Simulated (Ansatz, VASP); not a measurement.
In3As in VASP and in Ansatz

```xyz
4
Lattice="4.6845 0.0000 0.0000 0.0000 4.6845 0.0000 0.0000 0.0000 4.6845" Properties=species:S:1:pos:R:3 pbc="T T T"
In    0.0000    2.3422    2.3422
In    2.3422    0.0000    2.3422
In    2.3422    2.3422    0.0000
As    0.0000    0.0000    0.0000
```

Alike in both runs: functional PBE; k mesh 10 × 10 × 10; occupations gaussian, width 0.1 eV; no spin polarisation.

Ansatz relaxed the structure, and its values are those at the end. VASP's run is a single point on that final structure, the one shown.

|  | VASP | Ansatz |
| --- | --- | --- |
| version | VASP 6.6.1 | Ansatz 0.2.0 |
| potentials or method | VASP PAW PBE potentials, release 64 (In_d, As), cutoff 520 eV | scalar-relativistic, plane waves, PAW |
| valence electrons in the cell | 44 | 54 |

```tsv
	VASP	Ansatz	Ansatz less VASP
gap on the k mesh at the Fermi level (eV)	none	none	-
pressure (GPa)	0.0	0.0	0.00
```

A gap of «none» marks a metal or a gap that the smearing closes. VASP's potentials hold 44 valence electrons a cell and Ansatz's 54, so a difference there can come from the potentials and not from the codes.
